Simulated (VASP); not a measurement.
# C (P6_3/mmc) in VASP: notebook, part 2 of 2

VASP 6.6.1. The steps go on from the part before.

## (3) Single point, PBE

This run uses another cell than the first one, of 5.90 Å³/atom.

INCAR reads:

```
ALGO = Normal
EDIFF = 1E-6
ENCUT = 520
GGA = PE
ISIF = 2
ISMEAR = -1
LASPH = True
LCHARG = False
LREAL = False
LWAVE = False
NBANDS = 26
NELM = 100
PREC = Accurate
SIGMA = 0.05
```

KPOINTS reads:

```
k-points
0
Gamma
  10 10 3
```

POSCAR reads:

```
C
1.0
    2.5725420000      0.0000000000      0.0000000000
   -1.2862710000      2.2278867243      0.0000000000
    0.0000000000      0.0000000000      8.2371000000
C
8
Direct
    0.6666666667      0.3333333333      0.8446527160
    0.3333333333      0.6666666667      0.3446527160
    0.6666666667      0.3333333333      0.6553472840
    0.3333333333      0.6666666667      0.1553472840
    0.0000000000      0.0000000000      0.9070142157
    0.0000000000      0.0000000000      0.4070142157
    0.0000000000      0.0000000000      0.5929857843
    0.0000000000      0.0000000000      0.0929857843
```

Potentials or basis: VASP PAW PBE potentials, release 64 (C).

Run with:

```console
cat potpaw_PBE.64/C/POTCAR > POTCAR
mpirun -np 1 vasp_std > vasp.out
```

OUTCAR:

```text
EDIFF = 1E-6
   ENCUT = 520
   GGA = PE
   ISIF = 2
   ISMEAR = -1
   LASPH = True
   LREAL = False
   NELM = 100
   PREC = Accurate

 ion  position               nearest neighbor table
   1  0.667  0.333  0.845-   3 1.56   5 1.57   5 1.57   5 1.57
   2  0.333  0.667  0.345-   4 1.56   6 1.57   6 1.57   6 1.57
   3  0.667  0.333  0.655-   1 1.56   7 1.57   7 1.57   7 1.57
   4  0.333  0.667  0.155-   2 1.56   8 1.57   8 1.57   8 1.57
   5  0.000  0.000  0.907-   8 1.53   1 1.57   1 1.57   1 1.57
   6  0.000  0.000  0.407-   7 1.53   2 1.57   2 1.57   2 1.57
   7  0.000  0.000  0.593-   6 1.53   3 1.57   3 1.57   3 1.57
   8  0.000  0.000  0.093-   5 1.53   4 1.57   4 1.57   4 1.57

  LATTYP: Found a hexagonal cell.
 ALAT       =     2.5725420000
 C/A-ratio  =     3.2019302309

  Lattice vectors:

 A1 = (   2.5725420000,   0.0000000000,   0.0000000000)
 A2 = (  -1.2862710000,   2.2278867243,   0.0000000000)
 A3 = (   0.0000000000,   0.0000000000,   8.2371000000)

Analysis of symmetry for initial positions (statically):
=====================================================================
 Subroutine PRICEL returns:
 Original cell was already a primitive cell.

 Routine SETGRP: Setting up the symmetry group for a
 hexagonal supercell.

 Subroutine GETGRP returns: Found 24 space group operations
 (whereof 12 operations were pure point group operations)
 out of a pool of 24 trial point group operations.

The static configuration has the point symmetry D_3d.
 The point group associated with its full space group is D_6h.

Analysis of symmetry for dynamics (positions and initial velocities):
=====================================================================
 Subroutine PRICEL returns:
 Original cell was already a primitive cell.

 Routine SETGRP: Setting up the symmetry group for a
 hexagonal supercell.

 Subroutine GETGRP returns: Found 24 space group operations
 (whereof 12 operations were pure point group operations)
 out of a pool of 24 trial point group operations.

The dynamic configuration has the point symmetry D_3d.
 The point group associated with its full space group is D_6h.

 Subroutine INISYM returns: Found 24 space group operations
 (whereof 12 operations are pure point group operations),
 and found     1 'primitive' translations

----------------------------------------------------------------------------------------

                                     Primitive cell

  volume of cell :      47.2096

  direct lattice vectors                    reciprocal lattice vectors
     2.572542000  0.000000000  0.000000000     0.388720573  0.224427927  0.000000000
    -1.286271000  2.227886724  0.000000000     0.000000000  0.448855855  0.000000000
     0.000000000  0.000000000  8.237100000     0.000000000  0.000000000  0.121401950

  length of vectors
     2.572542000  2.572542000  8.237100000     0.448855855  0.448855855  0.121401950

  position of ions in fractional coordinates (direct lattice)
     0.666666667  0.333333333  0.844652716
     0.333333333  0.666666667  0.344652716
     0.666666667  0.333333333  0.655347284
     0.333333333  0.666666667  0.155347284
     0.000000000  0.000000000  0.907014216
     0.000000000  0.000000000  0.407014216
     0.000000000  0.000000000  0.592985784
[... 45 lines left out ...]
  0.400000 -0.000000  0.000000      6.000000
  0.500000 -0.000000  0.000000      3.000000
[... 16 lines left out ...]
  0.300000  0.100000  0.333333     24.000000
  0.400000  0.100000  0.333333     24.000000
 [... further k-points ...]
   k-points           NKPTS =     28   k-points in BZ     NKDIM =     28   number of bands    NBANDS=     26
   number of dos      NEDOS =    301   number of ions     NIONS =      8
   total plane-waves  NPLWV =  25600
   dimension x,y,z NGX =    20 NGY =   20 NGZ =   64
   dimension x,y,z NGXF=    40 NGYF=   40 NGZF=  128
   ions per type =               8
   NGX,Y,Z   is equivalent  to a cutoff of  12.92, 12.92, 12.92 a.u.
   NGXF,Y,Z  is equivalent  to a cutoff of  25.85, 25.85, 25.83 a.u.
 SYSTEM =  unknown system
   PREC   = accura    normal or accurate (medium, high low for compatibility)
   ISTART =      0    job   : 0-new  1-cont  2-samecut
   ICHARG =      2    charge: 1-file 2-atom 10-const
   ISPIN  =      1    spin polarized calculation?
   LNONCOLLINEAR =      F non collinear calculations
   LSORBIT =      F    spin-orbit coupling
   LASPH  =      T    aspherical Exc in radial PAW
   ENCUT  =  520.0 eV  38.22 Ry    6.18 a.u.   4.78  4.78 15.32*2*pi/ulx,y,z
   NELM   =    100;   NELMIN=  2; NELMDL= -5     # of ELM steps
   EDIFF  = 0.1E-05   stopping-criterion for ELM
   LREAL  =      F    real-space projection
   EDIFFG = 0.1E-04   stopping-criterion for IOM
   NSW    =      0    number of steps for IOM
   IBRION =     -1    ionic relax: 0-MD 1-quasi-New 2-CG
   NFREE  =      0    steps in history (QN), initial steepest desc. (CG)
   ISIF   =      2    stress and relaxation
   ISYM   =      2    0-nonsym 1-usesym 2-fastsym
   POTIM  = 0.5000    time-step for ionic-motion
   TEBEG  =    0.0;   TEEND  =   0.0 temperature during run
   PSTRESS=    0.0 pullay stress
   NELECT =      32.0000    total number of electrons
   NUPDOWN=      -1.0000    fix difference up-down
   EMIN   =  10.00;   EMAX   =-10.00  energy-range for DOS
   EFERMI =   0.00;   METHOD = LEGACY
   ISMEAR =    -1;   SIGMA  =   0.05  broadening in eV -4-tet -1-fermi 0-gaus
   EFERMI_NEDOS =   21; number of points for ismear=-14 and -15
   IALGO  =     38    algorithm
   IMIX   =      4    mixing-type and parameters
     AMIX     =   0.40;   BMIX     =  1.00
     AMIX_MAG =   1.60;   BMIX_MAG =  1.00
  volume/ion in A,a.u.               =       5.90        39.82
  Fermi-wavevector in a.u.,A,eV,Ry     =   1.438075  2.717568 28.137658  2.068060
  Thomas-Fermi vector in A             =   2.557082
   LORBIT       =      0    0 simple, 1 ext, 2 COOP (PROOUT), +10 PAW based schemes
   GGA     = PE    functional components
   LHFCALC =     F    Hartree Fock is set to
   AEXX    =    0.0000 exact exchange contribution
   IVDW    =     0    specifies the selected vdW correction
   LEPSILON=     F    determine dielectric tensor
   LRPA    =     F    only Hartree local field effects (RPA)
 non-spin polarized calculation
  energy-cutoff  :      520.00
  volume of cell :       47.21
 maximum number of plane-waves:      1296
 NGX is ok and might be reduce to    20
   NGX =  9   NGY =  9   NGZ = 31

 number of electron      31.9999997 magnetization

 Free energy of the ion-electron system (eV)
  ---------------------------------------------------
  ext. energy  EPLUGINS =         0.00000000
  ---------------------------------------------------
  free energy    TOTEN  =       -72.51004657 eV

  energy without entropy =      -72.51004657  energy(sigma->0) =      -72.51004657

 E-fermi :  10.3276     XC(G=0): -13.0488

 val. band max:        9.2967738179   @ k =   0.0000   0.0000   0.0000
 cond. band min:      13.4219665030   @ k =   0.5000  -0.0000   0.0000
 fundamental gap:      4.1251926851
 Fermi energy:        10.3276361614

 k-point     1 :       0.0000    0.0000    0.0000
  band No.  band energies     occupation
      1     -11.8033      2.00000
      2     -10.1370      2.00000
      3     -10.0245      2.00000
      4      -5.9363      2.00000
      5      -3.8142      2.00000
      6       2.9356      2.00000
[... 685 lines left out ...]
     25      19.3232      0.00000
     26      20.6373      0.00000

 [... further k-points ...]

------------------------ aborting loop because EDIFF is reached ----------------------------------------

  FORCE on cell =-STRESS in cart. coord.  units (eV):
  Direction    XX          YY          ZZ          XY          YZ          ZX
  --------------------------------------------------------------------------------------
  -------------------------------------------------------------------------------------
  Total       -7.1002641     -7.1002641      2.6631526      0.0000000      0.0000000      0.0000000
  in kB     -240.9656656   -240.9656656     90.3809123      0.0000000      0.0000000      0.0000000
  external PRESSURE =    -130.5168063 kB  Pullay stress =       0.0000000 kB

 VOLUME and BASIS-vectors are now :
 -----------------------------------------------------------------------------
  energy-cutoff  :      520.00
  volume of cell :       47.21
      direct lattice vectors                 reciprocal lattice vectors
     2.572542000  0.000000000  0.000000000     0.388720573  0.224427927  0.000000000
    -1.286271000  2.227886724  0.000000000     0.000000000  0.448855855  0.000000000
     0.000000000  0.000000000  8.237100000     0.000000000  0.000000000  0.121401950

 POSITION                                       TOTAL-FORCE (eV/Angst)
 -----------------------------------------------------------------------------------
      1.28627      0.74263      6.95749        -0.000000      0.000000      0.009344
     -0.00000      1.48526      2.83894         0.000000     -0.000000      0.009344
      1.28627      0.74263      5.39816        -0.000000      0.000000     -0.009344
     -0.00000      1.48526      1.27961        -0.000000     -0.000000     -0.009344
      0.00000      0.00000      7.47117         0.000000      0.000000     -0.014276
      0.00000      0.00000      3.35262        -0.000000      0.000000     -0.014276
      0.00000      0.00000      4.88448         0.000000     -0.000000      0.014276
      0.00000      0.00000      0.76593        -0.000000     -0.000000      0.014276
 -----------------------------------------------------------------------------------
    total drift:                                0.000000     -0.000000      0.000000

  FREE ENERGIE OF THE ION-ELECTRON SYSTEM (eV)
  ---------------------------------------------------
  free  energy   TOTEN  =       -72.5100465707 eV

  energy  without entropy=      -72.5100465707  energy(sigma->0) =      -72.51004657
```

Run time: 13 s. Hardware: 1 thread of AMD EPYC 9R45 (Zen 5), shared host; peak memory 0.13 GiB.

What came out:

| Property | Result |
| --- | --- |
| Free energy | -72.5100 eV |
| Pressure | -13.1 GPa |
| Largest force | 0.014 eV/Å |
| Band gap on the k mesh | 4.13 eV (least direct gap 4.91 eV) |

Forces on the atoms (eV/Å):
```
C    0.000  0.000  0.009
C    0.000  0.000  0.009
C    0.000  0.000 -0.009
C    0.000  0.000 -0.009
C    0.000  0.000 -0.014
C    0.000  0.000 -0.014
C    0.000  0.000  0.014
C    0.000  0.000  0.014
```

Levels at points of the mesh, in eV from the valence-band top:
| k point | band 12 | band 13 | band 14 | band 15 | band 16 | band 17 | band 18 | band 19 | band 20 | band 21 |
| --- | --- | --- | --- | --- | --- | --- | --- | --- | --- | --- |
| (0.00, 0.00, 0.00) | -1.85 | -1.85 | -0.21 | 0.00 | 0.00 | 4.91 | 4.91 | 5.98 | 6.79 | 6.79 |
| (0.50, 0.00, 0.00) | -4.93 | -4.83 | -4.37 | -3.47 | -2.74 | 4.13 | 5.46 | 5.69 | 6.01 | 6.90 |

Caveat: the cell stands under tension; an odd mesh through Γ misses points on the zone boundary, where band edges can lie.
